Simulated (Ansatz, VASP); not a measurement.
**One calculation of Cu4W, two programs**

```xyz
5
Lattice="-2.8227 2.8227 2.8227 2.8227 -2.8227 2.8227 2.8227 2.8227 -2.8227" Properties=species:S:1:pos:R:3 pbc="T T T"
Cu    1.4114    1.4114   -1.4114
Cu    1.4114   -1.4114    1.4114
Cu   -1.4114    1.4114    1.4114
Cu    1.4114    1.4114    1.4114
W     0.0000    0.0000    0.0000
```

Change from the starting cell: species swapped into the CrGa4 type (Im-3m, No. 229).

Alike in both runs: functional PBE; k mesh 6 × 6 × 6; occupations gaussian, width 0.1 eV; no spin polarisation.

Ansatz relaxed the structure, and its values are those at the end. VASP's run is a single point on that final structure, the one shown.

|  | VASP | Ansatz |
| --- | --- | --- |
| version | VASP 6.6.1 | Ansatz 0.2.0 |
| potentials or method | VASP PAW PBE potentials, release 64 (Cu, W_sv), cutoff 520 eV | scalar-relativistic, plane waves, PAW |
| valence electrons in the cell | 58 | 90 |

|  | VASP | Ansatz | Ansatz less VASP |
| --- | --- | --- | --- |
| gap on the k mesh at the Fermi level (eV) | none | none | - |
| pressure (GPa) | 0.7 | 0.2 | -0.43 |

A gap of «none» marks a metal or a gap that the smearing closes. With one functional, cell and mesh, what is left measures potentials, basis and numerics. VASP's potentials hold 58 valence electrons a cell and Ansatz's 90, so a difference there can come from the potentials and not from the codes.

Neither program's run includes spin-orbit coupling.
